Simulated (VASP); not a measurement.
Wanted: the native input for a VASP 6.6.1 run.

| Quantity | Value |
| --- | --- |
| Task | single point |
| Functional | PBE |
| Dispersion | D3(BJ) |
| Potentials or basis | VASP PAW PBE potentials, release 64 (S, C, H) |
| Cutoff | 520 eV |
| k mesh | 1 × 1 × 1 |
| Occupations | fermi-dirac, width 0.05 eV |
| Spin | no spin polarisation |
| Dipole correction | no |
| Further INCAR settings | LREAL = Auto; ALGO = Normal; EDIFF = 1e-07; NBANDS = 73 |

The structure of H8C3S2 lies in POSCAR:

```
H8C3S2
1.0
    8.4818530000      0.0000000000      0.0000000000
    0.0000000000      8.4818530000      0.0000000000
    0.0000000000      0.0000000000      8.4818530000
S C H
6 9 24
Direct
   -0.1366328796      0.4461171397      0.0195711951
    0.1695855847      0.2741028405     -0.0825998753
    0.3250822668      1.0035189245      0.6034176730
    0.0535496194      0.8116976326      0.7491169677
    0.5169271384      0.3629631402      0.9780645809
    0.5566236529      0.6858171204      0.8109902400
    0.0294393218      0.3749180751     -0.0276236808
    0.1995554509      0.8831089150      0.6617657722
    0.5319592311      0.5213719219      0.8951817486
    0.2963621275      0.8195261106      0.1334967725
    0.8571593967      0.2236539586      0.5861690836
    0.1568760977      0.5749804907      0.3838783813
    0.8767188019      1.0159454544      0.1957119512
    0.4262629876      0.2815422526      0.4285620135
    0.6367358642      0.6755363480      0.4167603471
    0.3971655722      0.8977519417      0.0904519331
    0.2593537049      0.8658131661      0.2493676794
    0.3077039887      0.6911461446      0.1348290285
    0.2185725218      0.8866222982      0.0475839419
    0.7293689245      0.2165446631      0.5710190922
    0.8655419989      0.3360468520      0.5162315357
    0.9072192126      0.1291345181      0.5091929794
    0.9163092074      0.2530343311      0.7009081624
    0.2799270395      0.5432421430      0.3843853460
    0.1408654453      0.7067795209      0.4038150626
    0.0977262869      0.5123762461      0.4734696534
    0.1171324238      0.5766310734      0.2527277943
    0.8826019503      0.9491675934      0.3128915344
    0.8901710511      0.9066650884      0.1083489657
    0.9714150905      1.1001605427      0.1914911753
    0.7575703092      1.0627748441      0.1695620049
    0.4989947362      0.1771900551      0.4471428590
    0.4817697265      0.3532718617      0.3181026599
    0.4050294199      0.3507252484      0.5419924160
    0.3263437836      0.2293484690      0.3688934482
    0.5354844042      0.5938325033      0.3874860835
    0.6608343719      0.6864066142      0.5371939363
    0.5830093966      0.7874812261      0.3706855094
    0.7353463919      0.6479834065      0.3522579323
```

These files were run (other wordings do the same):

INCAR

```
SYSTEM = H8C3S2
PREC = Accurate ; ENCUT = 520
EDIFF = 1E-7 ; ISMEAR = -1
SIGMA = 0.05 ; LREAL = Auto
LASPH = .True. ; NELM = 80
ALGO = Normal ; ISIF = 2
LWAVE = .False. ; LCHARG = .False.
GGA = PE ; IVDW = 12
NBANDS = 73
```

KPOINTS

```
regular mesh
0
Gamma
  1 1 1
  0 0 0
```

Potentials or basis: VASP PAW PBE potentials, release 64 (S, C, H).

Run with:

```console
$ cat potpaw_PBE.64/S/POTCAR potpaw_PBE.64/C/POTCAR potpaw_PBE.64/H/POTCAR > POTCAR
$ mpirun -np 1 vasp_gam > vasp.out
```

Results of the run:

| Quantity | Value |
| --- | --- |
| Pressure | -0.6 GPa |
| Largest force | 4.338 eV/Å |
| Band gap on the k mesh | 3.28 eV |
| Dispersion energy per atom | -0.052 eV |

Caveat: the k points lie up to 0.74 Å⁻¹ apart.

It used 150 s of CPU time on 1 thread of AMD EPYC 7R13 Processor (Zen 3), with other jobs on the host.
